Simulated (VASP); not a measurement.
A run of VASP 6.6.1 is set up as follows.

File INCAR:

```
SYSTEM = Ir
  PREC = Accurate
  ENCUT = 560
  EDIFF = 1E-6
  ISMEAR = -1
  SIGMA = 0.05
  LREAL = .False.
  LASPH = .True.
  NELM = 120
  ALGO = Normal
  ISIF = 2
  LWAVE = .False.
  LCHARG = .False.
  GGA = CA
  NBANDS = 24
  GGA_COMPAT = .False.
```

Contents of KPOINTS:

```
regular mesh
0
Gamma
  8 8 5
  0 0 0
```

Contents of POSCAR:

```
Ir
1.0
    2.7513778946      0.0000000000      0.0000000000
   -1.3756889473      2.3827631521      0.0000000000
    0.0000000000      0.0000000000      4.4622900000
Ir
2
Direct
    0.3333333333      0.6666666667      0.2500000000
    0.6666666667      0.3333333333      0.7500000000
```

Potentials or basis: VASP PAW LDA potentials, release 64 (Ir_sv_GW).

The run is started by

```bash
$ cat potpaw_LDA.64/Ir_sv_GW/POTCAR > POTCAR
$ mpirun -np 1 vasp_std > vasp.out
```

Question: Predict the pressure.

Answer: -17.5 GPa.

Question: Predict the band gap on the k mesh.

Answer: Zero (bands 17 and 18 overlap by 3.06 eV).

Stress tensor (GPa, compression positive):
```
-16.90   0.00   0.00
  0.00 -16.90   0.00
  0.00   0.00 -18.60
```

Caveat: the cell stands under tension; spin-orbit coupling is left out, which moves the levels of the heavy elements.
